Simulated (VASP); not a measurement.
# SiO2 (P6_422) in VASP: further runs

Runs on SiO2. Level: r2SCAN. Tasks: single point.

Everything below comes from runs of VASP 6.6.1. Logs are shortened: lines on timing, memory, paths and dates and some standing lists are left out, and cuts for length are marked.

### 1 The cell of the first run

Symmetry: P6_422, No. 181, hexagonal system. The conventional cell has a = 5.060 Å, b = 5.060 Å, c = 5.541 Å, α = 90.00°, β = 90.00°, γ = 120.00°. Si (site symmetry 222) has 4 O at 1.61 Å within 2.1 Å. Within 2.1 Å of O (site symmetry 2) lie 2 Si at 1.61 Å.

### 2 Single point, r2SCAN

Input file POSCAR:

```
SiO2
1.0
   -5.0596778151      0.0000000000      0.0000000000
   -2.5298389075     -4.3818095228      0.0000000000
    0.0000000000      0.0000000000     11.0821711646
Si O
6 12
Direct
    0.5000000000      0.5000000000      0.1666666667
    0.5000000000      0.5000000000      0.6666666667
    0.0000000000      0.5000000000      0.3333333333
    0.0000000000      0.5000000000      0.8333333333
    0.5000000000      0.0000000000      0.0000000000
    0.5000000000      0.0000000000      0.5000000000
    0.2082505232      0.2082505232      0.4166666667
    0.2082505232      0.2082505232      0.9166666667
    0.7917494768      0.4165010465      0.2500000000
    0.7917494768      0.4165010465      0.7500000000
    0.4165010465      0.7917494768      0.0833333333
    0.4165010465      0.7917494768      0.5833333333
    0.7917494768      0.7917494768      0.4166666667
    0.7917494768      0.7917494768      0.9166666667
    0.2082505232      0.5834989535      0.2500000000
    0.2082505232      0.5834989535      0.7500000000
    0.5834989535      0.2082505232      0.0833333333
    0.5834989535      0.2082505232      0.5833333333
```

Input file INCAR.step1:

```
SYSTEM = SiO2
  PREC = Accurate
  ENCUT = 520
  ISMEAR = 0
  SIGMA = 0.05
  LREAL = Auto
  LASPH = .True.
  NELM = 60
  NBANDS = 63
  GGA = PE
  ALGO = Normal
  EDIFF = 1E-4
  LWAVE = .True.
  LCHARG = .False.
```

Input file INCAR.step2:

```
SYSTEM = SiO2
  PREC = Accurate
  ENCUT = 520
  EDIFF = 1E-6
  ISMEAR = 0
  SIGMA = 0.05
  LREAL = Auto
  LASPH = .True.
  NELM = 60
  ALGO = Normal
  ISIF = 2
  LWAVE = .False.
  LCHARG = .False.
  METAGGA = R2SCAN
  LMIXTAU = .True.
  NBANDS = 63
  ISTART = 1
```

Input file KPOINTS:

```
regular mesh
0
Gamma
  5 5 2
  0 0 0
```

Potentials or basis: VASP PAW PBE potentials, release 64 (Si, O).

Launch:

```bash
cat potpaw_PBE.64/Si/POTCAR potpaw_PBE.64/O/POTCAR > POTCAR
cp INCAR.step1 INCAR
mpirun -np 1 vasp_std > vasp.out
cp INCAR.step2 INCAR
mpirun -np 1 vasp_std > vasp.out
```

OUTCAR:

```text
SYSTEM = SiO2
   PREC = Accurate
   ENCUT = 520
   EDIFF = 1E-6
   ISMEAR = 0
   LREAL = Auto
   LASPH = .True.
   NELM = 60
   ISIF = 2
   METAGGA = R2SCAN
   ISTART = 1

 ion  position               nearest neighbor table
   1  0.500  0.500  0.167-   9 1.61  15 1.61  11 1.61  17 1.61   3 3.13   3 3.13   5 3.13   5 3.13

   2  0.500  0.500  0.667-  10 1.61  16 1.61  12 1.61  18 1.61   4 3.13   4 3.13   6 3.13   6 3.13

   3  0.000  0.500  0.333-   9 1.61  15 1.61  13 1.61   7 1.61   1 3.13   1 3.13   6 3.13   6 3.13
[... 26 lines left out ...]
 A1 = (   2.5298389075,   4.3818095228,   0.0000000000)
 A2 = (  -5.0596778151,   0.0000000000,   0.0000000000)
 A3 = (   0.0000000000,   0.0000000000,  11.0821711646)

Analysis of symmetry for initial positions (statically):
=====================================================================
 Subroutine PRICEL returns following result:

  LATTYP: Found a hexagonal cell.
 ALAT       =     5.0596778150
 C/A-ratio  =     1.0951459332

  Lattice vectors:

 A1 = (   2.5298389075,   4.3818095228,   0.0000000000)
 A2 = (  -5.0596778151,   0.0000000000,   0.0000000000)
 A3 = (   0.0000000000,   0.0000000000,   5.5410855823)

   2 primitive cells build up your supercell.

 Routine SETGRP: Setting up the symmetry group for a
 hexagonal supercell.

 Subroutine GETGRP returns: Found 12 space group operations
 (whereof  4 operations were pure point group operations)
 out of a pool of 24 trial point group operations.

The static configuration has the point symmetry D_2 .
 The point group associated with its full space group is D_6 .

Analysis of symmetry for dynamics (positions and initial velocities):
=====================================================================
 Subroutine PRICEL returns following result:

  LATTYP: Found a hexagonal cell.
 ALAT       =     5.0596778150
 C/A-ratio  =     1.0951459332

  Lattice vectors:

 A1 = (   2.5298389075,   4.3818095228,   0.0000000000)
 A2 = (  -5.0596778151,   0.0000000000,   0.0000000000)
 A3 = (   0.0000000000,   0.0000000000,   5.5410855823)

   2 primitive cells build up your supercell.

 Routine SETGRP: Setting up the symmetry group for a
[... 105 lines left out ...]
   NELM   =     60;   NELMIN=  2; NELMDL=  0     # of ELM steps
   EDIFF  = 0.1E-05   stopping-criterion for ELM
   LREAL  =      T    real-space projection
   EDIFFG = 0.1E-04   stopping-criterion for IOM
   NSW    =      0    number of steps for IOM
   IBRION =     -1    ionic relax: 0-MD 1-quasi-New 2-CG
   NFREE  =      0    steps in history (QN), initial steepest desc. (CG)
   ISIF   =      2    stress and relaxation
   ISYM   =      2    0-nonsym 1-usesym 2-fastsym
   POTIM  = 0.5000    time-step for ionic-motion
   TEBEG  =    0.0;   TEEND  =   0.0 temperature during run
   PSTRESS=    0.0 pullay stress
   NELECT =      96.0000    total number of electrons
   NUPDOWN=      -1.0000    fix difference up-down
   EMIN   =  10.00;   EMAX   =-10.00  energy-range for DOS
   EFERMI =   0.00;   METHOD = LEGACY
   ISMEAR =     0;   SIGMA  =   0.05  broadening in eV -4-tet -1-fermi 0-gaus
   EFERMI_NEDOS =   21; number of points for ismear=-14 and -15
   IALGO  =     38    algorithm
   IMIX   =      4    mixing-type and parameters
     AMIX     =   0.40;   BMIX     =  1.00
     AMIX_MAG =   1.60;   BMIX_MAG =  1.00
  volume/ion in A,a.u.               =      13.65        92.11
  Fermi-wavevector in a.u.,A,eV,Ry     =   1.196827  2.261676 19.488927  1.432396
  Thomas-Fermi vector in A             =   2.332758
   LORBIT       =      0    0 simple, 1 ext, 2 COOP (PROOUT), +10 PAW based schemes
   METAGGA = R2SCAN    functional components
   LHFCALC =     F    Hartree Fock is set to
   AEXX    =    0.0000 exact exchange contribution
   IVDW    =     0    specifies the selected vdW correction
   LEPSILON=     F    determine dielectric tensor
   LRPA    =     F    only Hartree local field effects (RPA)
 non-spin polarized calculation
 Gauss-broadening in eV      SIGMA  =   0.05
  energy-cutoff  :      520.00
  volume of cell :      245.70
 maximum number of plane-waves:      6658
 NGX is ok and might be reduce to    40
   NGX = 19   NGY = 19   NGZ = 41

 number of electron      95.9999951 magnetization

 Free energy of the ion-electron system (eV)
  ---------------------------------------------------
  ext. energy  EPLUGINS =         0.00000000
  ---------------------------------------------------
  free energy    TOTEN  =      -178.72075993 eV

  energy without entropy =     -178.72075993  energy(sigma->0) =     -178.72075993

 E-fermi :   0.3743     XC(G=0):  -9.2028

 val. band max:        0.0718838091   @ k =   0.0000   0.0000   0.0000
 cond. band min:       6.3725650328   @ k =   0.0000   0.0000   0.0000
 fundamental gap:      6.3006812237
 Fermi energy:         0.3743179990

 k-point     1 :       0.0000    0.0000    0.0000
  band No.  band energies     occupation
      1     -20.3423      2.00000
      2     -19.9088      2.00000
      3     -19.9088      2.00000
      4     -18.8946      2.00000
      5     -18.8946      2.00000
      6     -18.3152      2.00000
[... 619 lines left out ...]
     59      11.4196      0.00000
     60      11.4196      0.00000
 [bands above 60 left out]

------------------------ aborting loop because EDIFF is reached ----------------------------------------

  FORCE on cell =-STRESS in cart. coord.  units (eV):
  Direction    XX          YY          ZZ          XY          YZ          ZX
  --------------------------------------------------------------------------------------
  -------------------------------------------------------------------------------------
  Total        0.2576774      0.2576774      0.2509798     -0.0000000      0.0000000      0.0000000
  in kB        1.6802959      1.6802959      1.6366213     -0.0000000      0.0000000      0.0000000
  external PRESSURE =       1.6657377 kB  Pullay stress =       0.0000000 kB

 VOLUME and BASIS-vectors are now :
 -----------------------------------------------------------------------------
  energy-cutoff  :      520.00
  volume of cell :      245.70
      direct lattice vectors                 reciprocal lattice vectors
    -5.059677815  0.000000000  0.000000000    -0.197641043  0.114108109  0.000000000
    -2.529838907 -4.381809523  0.000000000     0.000000000 -0.228216219  0.000000000
     0.000000000  0.000000000 11.082171165     0.000000000  0.000000000  0.090235026

 POSITION                                       TOTAL-FORCE (eV/Angst)
 -----------------------------------------------------------------------------------
     -3.79476     -2.19090      1.84703         0.000000      0.000000     -0.000000
     -3.79476     -2.19090      7.38811         0.000000      0.000000      0.000000
     -1.26492     -2.19090      3.69406        -0.000000      0.000000     -0.000000
     -1.26492     -2.19090      9.23514         0.000000      0.000000     -0.000000
     -2.52984      0.00000      0.00000         0.000000      0.000000     -0.000000
     -2.52984      0.00000      5.54109        -0.000000      0.000000     -0.000000
[... 10 lines left out ...]
     -3.47916     -0.91251      0.92351         0.011193     -0.006462      0.000000
     -3.47916     -0.91251      6.46460         0.011193     -0.006462      0.000000
 -----------------------------------------------------------------------------------
    total drift:                               -0.000000      0.000000     -0.000003

  FREE ENERGIE OF THE ION-ELECTRON SYSTEM (eV)
  ---------------------------------------------------
  free  energy   TOTEN  =      -178.7207599291 eV

  energy  without entropy=     -178.7207599291  energy(sigma->0) =     -178.72075993
```

OUTCAR.step1:

```text
SYSTEM = SiO2
   PREC = Accurate
   ENCUT = 520
   ISMEAR = 0
   LREAL = Auto
   LASPH = .True.
   NELM = 60
   GGA = PE
[... 900 lines left out ...]
     -2.52984      0.00000      5.54109         0.000000      0.000000      0.000000
[... 10 lines left out ...]
     -3.47916     -0.91251      0.92351        -0.177882      0.102700     -0.000000
     -3.47916     -0.91251      6.46460        -0.177882      0.102700     -0.000000
 -----------------------------------------------------------------------------------
    total drift:                               -0.000000      0.000000     -0.000003

  FREE ENERGIE OF THE ION-ELECTRON SYSTEM (eV)
  ---------------------------------------------------
  free  energy   TOTEN  =      -142.1504893045 eV

  energy  without entropy=     -142.1504893045  energy(sigma->0) =     -142.15048930
```

It took 8.3 min on 1 thread of Intel Xeon Platinum 8488C (Sapphire Rapids), shared host; peak memory 0.41 GiB.

Results:

```yaml
Free_energy: -178.7208 eV
Pressure: 0.2 GPa
Largest_force: 0.013 eV/Å
Band_gap_on_the_k_mesh: 6.30 eV
```

Forces on the atoms (eV/Å):
```
Si   0.000  0.000  0.000
Si   0.000  0.000  0.000
Si   0.000  0.000  0.000
Si   0.000  0.000  0.000
Si   0.000  0.000  0.000
Si   0.000  0.000  0.000
O   -0.011 -0.006  0.000
O   -0.011 -0.006  0.000
O    0.000 -0.013  0.000
O    0.000 -0.013  0.000
O   -0.011  0.006  0.000
O   -0.011  0.006  0.000
O    0.011  0.006  0.000
O    0.011  0.006  0.000
O    0.000  0.013  0.000
O    0.000  0.013  0.000
O    0.011 -0.006  0.000
O    0.011 -0.006  0.000
```

Levels at points of the mesh, in eV from the valence-band top:
| k point | band 45 | band 46 | band 47 | band 48 | band 49 | band 50 | band 51 | band 52 |
| --- | --- | --- | --- | --- | --- | --- | --- | --- |
| (0.00, 0.00, 0.00) | -0.28 | -0.19 | 0.00 | 0.00 | 6.30 | 8.17 | 8.17 | 9.25 |
| (0.00, 0.00, 0.50) | -0.12 | -0.12 | -0.07 | -0.07 | 6.86 | 6.86 | 9.40 | 9.40 |

Caveat: the PAW data sets were made with another functional, which shifts forces and pressure a little.

### 3 Single point, r2SCAN (strain along c alone, the other axes held: -2.0 %, then relaxed in part)

Input file POSCAR:

```
SiO2
1.0
    5.0596778423      0.0000000000      0.0000000000
   -2.5298389212      4.3818095464      0.0000000000
    0.0000000000      0.0000000000      5.4302639152
Si O
3 6
Direct
    0.0000000000      0.5000000000      0.3333333333
    0.5000000000      0.5000000000      0.6666666667
    0.5000000000      0.0000000000      0.0000000000
    0.5862146765      0.7931073383      0.8333333333
    0.7931073383      0.5862146765      0.5000000000
    0.7931073383      0.2068926617      0.1666666667
    0.4137853235      0.2068926617      0.8333333333
    0.2068926617      0.4137853235      0.5000000000
    0.2068926617      0.7931073383      0.1666666667
```

Input file INCAR.step1:

```
  PREC = Accurate
  ENCUT = 520
  ISMEAR = 0
  SIGMA = 0.02
  LREAL = False
  LASPH = True
  NELM = 60
  NBANDS = 34
  GGA = PE
  ALGO = Normal
  EDIFF = 1E-4
  LWAVE = True
  LCHARG = False
```

Input file INCAR.step2:

```
  PREC = Accurate
  ENCUT = 520
  EDIFF = 1E-6
  ISMEAR = 0
  SIGMA = 0.02
  LREAL = False
  LASPH = True
  NELM = 60
  ALGO = Normal
  ISIF = 2
  LWAVE = False
  LCHARG = True
  METAGGA = R2SCAN
  LMIXTAU = True
  LELF = True
  LVHAR = True
  NBANDS = 34
  ISTART = 1
```

Input file KPOINTS:

```
regular mesh
0
Gamma
  6 6 4
```

Potentials or basis: VASP PAW PBE potentials, release 64 (Si, O).

Launch:

```bash
cat potpaw_PBE.64/Si/POTCAR potpaw_PBE.64/O/POTCAR > POTCAR
cp INCAR.step1 INCAR
mpirun -np 1 vasp_std > vasp.out
cp INCAR.step2 INCAR
mpirun -np 1 vasp_std > vasp.out
```

Wall time 4.6 min (1 thread of Intel Xeon Platinum 8375C at 2.90GHz (Ice Lake), shared host); peak memory 0.27 GiB.

Results (log left out):

```yaml
Free_energy: -89.3161 eV
Pressure: 3.3 GPa
Largest_force: 0.013 eV/Å
Band_gap_on_the_k_mesh: 6.37 eV, indirect (least direct gap 6.61 eV)
```

Forces on the atoms (eV/Å):
```
Si   0.000  0.000  0.000
Si   0.000  0.000  0.000
Si   0.000  0.000  0.000
O   -0.011 -0.007  0.000
O    0.000 -0.013  0.000
O   -0.011  0.007  0.000
O    0.011  0.007  0.000
O    0.000  0.013  0.000
O    0.011 -0.007  0.000
```

Stress tensor (GPa, compression positive):
```
2.78 0.00 0.00
0.00 2.78 0.00
0.00 0.00 4.44
```

Levels at points of the mesh, in eV from the valence-band top:
```tsv
k point	band 21	band 22	band 23	band 24	band 25	band 26	band 27	band 28
(0.00, 0.00, 0.00)	-1.02	-0.48	-0.48	-0.24	6.37	9.84	9.84	10.20
(0.50, 0.00, 0.00)	-1.20	-1.01	-0.34	0.00	8.47	9.36	10.49	10.51
(0.00, 0.00, 0.50)	-1.27	-0.25	-0.02	-0.02	8.29	8.29	9.36	11.02
(0.50, 0.00, 0.50)	-0.95	-0.73	-0.67	-0.39	9.62	10.01	10.25	10.34
```

Caveat: the cell differs from its parent crystal (strain along c alone, the other axes held: -2.0 %, then relaxed in part); the PAW data sets were made with another functional, which shifts forces and pressure a little.

### 4 Single point, r2SCAN (strain along c alone, the other axes held: -1.0 %, then relaxed in part)

Input file POSCAR:

```
SiO2
1.0
    5.0596778423      0.0000000000      0.0000000000
   -2.5298389212      4.3818095464      0.0000000000
    0.0000000000      0.0000000000      5.4856747715
Si O
3 6
Direct
    0.0000000000      0.5000000000      0.3333333333
    0.5000000000      0.5000000000      0.6666666667
    0.5000000000      0.0000000000      0.0000000000
    0.5848537206      0.7924268603      0.8333333333
    0.7924268603      0.5848537206      0.5000000000
    0.7924268603      0.2075731397      0.1666666667
    0.4151462794      0.2075731397      0.8333333333
    0.2075731397      0.4151462794      0.5000000000
    0.2075731397      0.7924268603      0.1666666667
```

Input file INCAR.step1:

```
SYSTEM = SiO2
  PREC = Accurate
  ENCUT = 520
  ISMEAR = 0
  SIGMA = 0.02
  LREAL = .FALSE.
  LASPH = .TRUE.
  NELM = 60
  NBANDS = 34
  GGA = PE
  ALGO = Normal
  EDIFF = 1E-4
  LWAVE = .TRUE.
  LCHARG = .FALSE.
```

Input file INCAR.step2:

```
SYSTEM = SiO2
  PREC = Accurate
  ENCUT = 520
  EDIFF = 1E-6
  ISMEAR = 0
  SIGMA = 0.02
  LREAL = .FALSE.
  LASPH = .TRUE.
  NELM = 60
  ALGO = Normal
  ISIF = 2
  LWAVE = .FALSE.
  LCHARG = .FALSE.
  METAGGA = R2SCAN
  LMIXTAU = .TRUE.
  NBANDS = 34
  ISTART = 1
```

Input file KPOINTS:

```
Automatic mesh
0
G
  6 6 4
  0 0 0
```

Potentials or basis: VASP PAW PBE potentials, release 64 (Si, O).

Launch:

```bash
cat potpaw_PBE.64/Si/POTCAR potpaw_PBE.64/O/POTCAR > POTCAR
cp INCAR.step1 INCAR
mpirun -np 1 vasp_std > vasp.out
cp INCAR.step2 INCAR
mpirun -np 1 vasp_std > vasp.out
```

OUTCAR:

```text
SYSTEM = SiO2
   PREC = Accurate
   ENCUT = 520
   EDIFF = 1E-6
   ISMEAR = 0
   LREAL = .FALSE.
   LASPH = .TRUE.
   NELM = 60
   ISIF = 2
   METAGGA = R2SCAN
   ISTART = 1

 ion  position               nearest neighbor table
   1  0.000  0.500  0.333-   6 1.60   9 1.60   8 1.60   5 1.60   3 3.12   3 3.12   2 3.12   2 3.12

   2  0.500  0.500  0.667-   4 1.60   7 1.60   5 1.60   8 1.60   3 3.12   3 3.12   1 3.12   1 3.12

   3  0.500  0.000  0.000-   6 1.60   9 1.60   7 1.60   4 1.60   1 3.12   1 3.12   2 3.12   2 3.12

[... 994 lines left out ...]
  Total        1.0833664      1.0833664      1.7461763     -0.0000000      0.0000000      0.0000000
  in kB       14.2718252     14.2718252     23.0034124     -0.0000000      0.0000000      0.0000000
  external PRESSURE =      17.1823542 kB  Pullay stress =       0.0000000 kB

 VOLUME and BASIS-vectors are now :
 -----------------------------------------------------------------------------
  energy-cutoff  :      520.00
  volume of cell :      121.62
      direct lattice vectors                 reciprocal lattice vectors
     5.059677842  0.000000000  0.000000000     0.197641042  0.114108109  0.000000000
    -2.529838921  4.381809546  0.000000000     0.000000000  0.228216217  0.000000000
     0.000000000  0.000000000  5.485674772     0.000000000  0.000000000  0.182292980

 POSITION                                       TOTAL-FORCE (eV/Angst)
 -----------------------------------------------------------------------------------
     -1.26492      2.19090      1.82856         0.000000      0.000000      0.000000
      1.26492      2.19090      3.65712         0.000000     -0.000000      0.000000
      2.52984      0.00000      0.00000         0.000000      0.000000     -0.000000
      0.95446      3.47226      4.57140        -0.010610     -0.006126      0.000000
      2.52984      2.56272      2.74284         0.000000     -0.012252      0.000000
      3.48430      0.90955      0.91428        -0.010610      0.006126     -0.000000
      1.57538      0.90955      4.57140         0.010610      0.006126     -0.000000
     -0.00000      1.81909      2.74284        -0.000000      0.012252     -0.000000
     -0.95446      3.47226      0.91428         0.010610     -0.006126      0.000000
 -----------------------------------------------------------------------------------
    total drift:                                0.000000     -0.000000     -0.000001

  FREE ENERGIE OF THE ION-ELECTRON SYSTEM (eV)
  ---------------------------------------------------
  free  energy   TOTEN  =       -89.3441802049 eV

  energy  without entropy=      -89.3441802049  energy(sigma->0) =      -89.34418020
```

Run time: 5 min. Hardware: 1 thread of Intel Xeon Platinum 8375C at 2.90GHz (Ice Lake), shared host; peak memory 0.29 GiB.

What came out:

* Free energy: -89.3442 eV
* Pressure: 1.7 GPa
* Largest force: 0.012 eV/Å
* Band gap on the k mesh: 6.34 eV, indirect (least direct gap 6.55 eV)

Forces on the atoms (eV/Å):
```
Si   0.000  0.000  0.000
Si   0.000  0.000  0.000
Si   0.000  0.000  0.000
O   -0.011 -0.006  0.000
O    0.000 -0.012  0.000
O   -0.011  0.006  0.000
O    0.011  0.006  0.000
O    0.000  0.012  0.000
O    0.011 -0.006  0.000
```

Caveat: the cell differs from its parent crystal (strain along c alone, the other axes held: -1.0 %, then relaxed in part); the PAW data sets were made with another functional, which shifts forces and pressure a little.

(Part 1 of 2 ends here.)
